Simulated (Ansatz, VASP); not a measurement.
Given: the input of a run of Ansatz 0.2.0 on Te2Mo.

input.yaml

```yaml
crystal:
  lattice:
    - [6.3616090156, 0.0, 0.0]
    - [0.0, 3.48040306, 0.0]
    - [-0.0857412231, 0.0, 36.1758904685]
  atoms:
    - { symbol: Te, position: [0.4292511, 0.75, 0.54070358] }
    - { symbol: Te, position: [0.5707489, 0.25, 0.45929642] }
    - { symbol: Te, position: [0.92084787, 0.25, 0.55652732] }
    - { symbol: Te, position: [0.07915213, 0.75, 0.44347268] }
    - { symbol: Mo, position: [0.18134756, 0.25, 0.49746537] }
    - { symbol: Mo, position: [0.81865244, 0.75, 0.50253463] }
hamiltonian:
  xc: rpbe
  pseudopotentials: { kind: paw }
kpoints:
  mp_grid: { grid: [4, 8, 1] }
scf:
  occupations: { method: fermi_dirac, width: 0.05 }
output:
  forces: true
  stress: true
relax:
  f_tol: 0.01
  max_steps: 40
  cell: { stress_tol: 0.05 }
```

Potentials or basis: Ansatz PAW.

Launch:

```sh
$ ansatz run input.yaml --threads 2 --pin off --max-ram 5632MiB --backend cpu --events-out ev --progress --plain --runs-dir out
```

**Question.** Translate it to VASP 6.6.1. Potentials there: VASP PAW PBE potentials, release 64 (Te, Mo_sv).

**Answer.** As run (the cutoff follows the program's own potentials):

Contents of INCAR:

```
SYSTEM = Te2Mo
ALGO = Normal
EDIFF = 1E-6
EDIFFG = -0.01
ENCUT = 600
GGA = RP
IBRION = 2
ISIF = 3
ISMEAR = -1
LASPH = .TRUE.
LCHARG = .FALSE.
LREAL = .FALSE.
LWAVE = .FALSE.
NELM = 80
NSW = 60
PREC = Accurate
SIGMA = 0.05
```

File KPOINTS:

```
k-points
0
G
  4 8 1
  0 0 0
```

POSCAR

```
Te2Mo
1.0
    6.3616090156      0.0000000000      0.0000000000
    0.0000000000      3.4804030600      0.0000000000
   -0.0857412231      0.0000000000     36.1758904685
Te Mo
4 2
Direct
    0.4292511000      0.7500000000      0.5407035800
    0.5707489000      0.2500000000      0.4592964200
    0.9208478700      0.2500000000      0.5565273200
    0.0791521300      0.7500000000      0.4434726800
    0.1813475600      0.2500000000      0.4974653700
    0.8186524400      0.7500000000      0.5025346300
```

Potentials or basis: VASP PAW PBE potentials, release 64 (Te, Mo_sv).

Run with:

```console
$ cat potpaw_PBE.64/Te/POTCAR potpaw_PBE.64/Mo_sv/POTCAR > POTCAR
$ mpirun -np 1 vasp_std > vasp.out
```

Both were run:

|  | VASP | Ansatz | Ansatz less VASP |
| --- | --- | --- | --- |
| relaxed volume (Å³/atom) | 136.23 | 135.55 | -0.679 |
| relaxed length of the cell vector where the two differ most in proportion (Å) | 36.385 | 36.163 | -0.2213 |

VASP's potentials were made for PBE, not for RPBE. VASP's potentials hold 52 valence electrons a cell and Ansatz's 92, so a difference there can come from the potentials and not from the codes.

Neither program's run includes spin-orbit coupling. Noted on Ansatz's run: the plane-wave basis is chosen anew once the cell has moved, so the energies of steps on either side of that aren't comparable.
